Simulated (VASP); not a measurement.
Set up this calculation in VASP 6.6.1, as the native input.

* Task: single point
* Functional: PBE
* Potentials or basis: VASP PAW PBE potentials, release 64 (Te, Cd)
* Cutoff: 520 eV
* k mesh: 7 × 7 × 7
* Occupations: fermi-dirac, width 0.05 eV
* Spin: no spin polarisation
* Dipole correction: no
* Further INCAR settings: ALGO = Normal; EDIFF = 1e-06; NBANDS = 16

The structure of CdTe lies in POSCAR:

```
CdTe
1.0
    0.0000000000      3.2471758892      3.2471758892
    3.2471758892      0.0000000000      3.2471758892
    3.2471758892      3.2471758892      0.0000000000
Te Cd
1 1
Direct
    0.7500000000      0.7500000000      0.7500000000
    0.0000000000      0.0000000000      0.0000000000
```

This cell differs from its parent crystal: volume scaled by 1.04.

The input as run:

INCAR

```
SYSTEM = CdTe
PREC     = Accurate       ! precision mode
ENCUT    = 520            ! plane-wave cutoff, eV
EDIFF    = 1E-6           ! SCF threshold, eV
ISMEAR   = -1             ! smearing method
SIGMA    = 0.05           ! smearing width, eV
LREAL    = .False.        ! projectors in reciprocal space
LASPH    = .True.         ! aspherical terms in the spheres
NELM     = 100            ! most SCF steps
ALGO     = Normal         ! electronic algorithm
ISIF     = 2              ! what is computed and relaxed
LWAVE    = .False.        ! write WAVECAR
LCHARG   = .True.         ! write CHGCAR
GGA      = PE             ! functional
LELF     = .True.         ! ELF
LVHAR    = .True.       
NBANDS   = 16             ! bands
```

KPOINTS

```
Automatic mesh
0
Gamma
  7 7 7
  0 0 0
```

Potentials or basis: VASP PAW PBE potentials, release 64 (Te, Cd).

Launch:

```bash
$ cat potpaw_PBE.64/Te/POTCAR potpaw_PBE.64/Cd/POTCAR > POTCAR
$ mpirun -np 1 vasp_std > vasp.out
```

Results of the run:

The pressure is 2.4 GPa. The band gap on the k mesh is 0.75 eV, direct.

Caveat: spin-orbit coupling is left out, which moves the levels of the heavy elements.

Run time: 12 s on 1 thread of Intel(R) Xeon(R) 6975P-C (Granite Rapids), on a shared host, peak memory 0.21 GiB.
